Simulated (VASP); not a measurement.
Here is a VASP 6.6.1 calculation.

The input INCAR:

```
PREC     = Accurate       # precision mode
ENCUT    = 520            # plane-wave cutoff, eV
EDIFF    = 1E-6           # SCF threshold, eV
ISMEAR   = -1             # smearing method
SIGMA    = 0.06122561905347299 # smearing width, eV
LREAL    = False          # projectors in reciprocal space
LASPH    = True           # aspherical terms in the spheres
NELM     = 60             # most SCF steps
ALGO     = Normal         # electronic algorithm
ISIF     = 2              # what is computed and relaxed
LWAVE    = False          # write WAVECAR
LCHARG   = True           # write CHGCAR
GGA      = PE             # functional
LELF     = True           # ELF
LVHAR    = True         
NBANDS   = 11             # bands
```

The input KPOINTS:

```
regular mesh
0
Gamma
  46 46 46
```

The input POSCAR:

```
Ni
1.0
    2.3248255930      0.0000000000      0.0000000000
    0.0000000000      2.3248255930      0.0000000000
    0.0000000000      0.0000000000      2.3248255930
Ni
1
Direct
    0.0000000000      0.0000000000      0.0000000000
```

Potentials or basis: VASP PAW PBE potentials, release 64 (Ni).

Command:

```sh
$ cat potpaw_PBE.64/Ni/POTCAR > POTCAR
$ mpirun -np 1 vasp_std > vasp.out
```

Predict the band gap on the k mesh.

zero (bands 5 and 6 overlap by 1.28 eV).

Estimate the pressure.

-0.1 GPa.

Caveat: the run has no spin polarisation, though such a crystal can be magnetic. Spin polarisation is off, so any magnetic state and its effect on volume and gap are missing.
